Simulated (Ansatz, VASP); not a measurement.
## Two plane-wave programs on NaNb3

```
Na Nb
1.0
     4.64574    0.00000    0.00000
     0.00000    4.64574    0.00000
     0.00000    0.00000    3.47905
Na Nb
1 3
Direct
  0.00000 0.00000 0.00000
  0.00000 0.50000 0.50000
  0.50000 0.00000 0.50000
  0.50000 0.50000 0.00000
```

Alike in both runs: task relaxation of cell and atoms; functional PBE; k mesh 4 × 4 × 6; occupations gaussian, width 0.1 eV; no spin polarisation.

|  | VASP | Ansatz |
| --- | --- | --- |
| version | VASP 6.6.1 | Ansatz 0.2.0 |
| potentials or method | VASP PAW PBE potentials, release 64 (Na_pv, Nb_sv), cutoff 600 eV | scalar-relativistic, plane waves, PAW |
| valence electrons in the cell | 46 | 48 |

```csv
,VASP,Ansatz,Ansatz less VASP
"gap on the k mesh at the Fermi level, each at its own relaxed structure (eV)",none,none,-
relaxed volume (Å³/atom),18.67,18.73,+0.058
relaxed cell length with the largest relative difference (Å),4.656,4.667,+0.0108
```

A gap of «none» marks a metal or a gap that the smearing closes. VASP's potentials hold 46 valence electrons a cell and Ansatz's 48, so a difference there can come from the potentials and not from the codes.
